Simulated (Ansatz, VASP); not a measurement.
# Al2Cu in VASP and in Ansatz

INCAR

```
SYSTEM = Al2Cu
PREC = Accurate
ENCUT = 520
EDIFF = 1E-6
ISMEAR = 0
SIGMA = 0.15
LREAL = .FALSE.
LASPH = .TRUE.
NELM = 80
ALGO = Fast
ISIF = 2
LWAVE = .FALSE.
LCHARG = .FALSE.
GGA = PE
NBANDS = 26
```

Contents of KPOINTS:

```
Automatic mesh
0
G
  10 10 10
  0 0 0
```

Contents of POSCAR:

```
Al2Cu
1.0
   -3.1774500000      3.1774500000      2.4657000000
    3.1774500000     -3.1774500000      2.4657000000
    3.1774500000      3.1774500000     -2.4657000000
Al Cu
4 2
Direct
    0.1587211657      0.6587211657      0.8174423314
    0.6587211657      0.8412788343      0.5000000000
    0.8412788343      0.3412788343      0.1825576686
    0.3412788343      0.1587211657      0.5000000000
    0.7500000000      0.7500000000      0.0000000000
    0.2500000000      0.2500000000      0.0000000000
```

Input for Ansatz:

```yaml
crystal:
  lattice:
    - [-3.17745, 3.17745, 2.4657]
    - [3.17745, -3.17745, 2.4657]
    - [3.17745, 3.17745, -2.4657]
  atoms:
    - { symbol: Al, position: [0.1587211657, 0.6587211657, 0.8174423314] }
    - { symbol: Al, position: [0.6587211657, 0.8412788343, 0.5] }
    - { symbol: Al, position: [0.8412788343, 0.3412788343, 0.1825576686] }
    - { symbol: Al, position: [0.3412788343, 0.1587211657, 0.5] }
    - { symbol: Cu, position: [0.75, 0.75, 0.0] }
    - { symbol: Cu, position: [0.25, 0.25, 0.0] }
basis:
  ecutwfc: 520.0
kpoints:
  mp_grid: { grid: [10, 10, 10] }
hamiltonian:
  xc: pbe
  pseudopotentials: { kind: paw, azcp: { folder: soft_1 } }
scf:
  occupations: { method: gaussian, width: 0.15 }
output:
  forces: true
  stress: true
  eigenvalues: true
```

Alike in both runs: task single point; functional PBE; k mesh 10 × 10 × 10; occupations gaussian, width 0.15 eV; no spin polarisation.

|  | VASP | Ansatz |
| --- | --- | --- |
| version | VASP 6.6.1 | Ansatz 0.2.0 |
| potentials or method | VASP PAW PBE potentials, release 64 (Al, Cu), cutoff 520 eV | scalar-relativistic, plane waves, PAW |
| valence electrons in the cell | 34 | 50 |

|  | VASP | Ansatz | Ansatz less VASP |
| --- | --- | --- | --- |
| gap on the k mesh at the Fermi level (eV) | none | none | - |
| pressure (GPa) | -8.3 | -8.3 | -0.08 |
| traceless stress, the component that is largest in VASP (GPa) | 2.67 | 2.66 | -0.010 |
| rms of the force components (eV/Å) | 0.015 | 0.013 | -0.0019 |

Atom by atom the forces differ by 0.002 eV/Å (rms over components). A gap of «none» marks a metal or a gap that the smearing closes. VASP's potentials hold 34 valence electrons a cell and Ansatz's 50, so a difference there can come from the potentials and not from the codes.
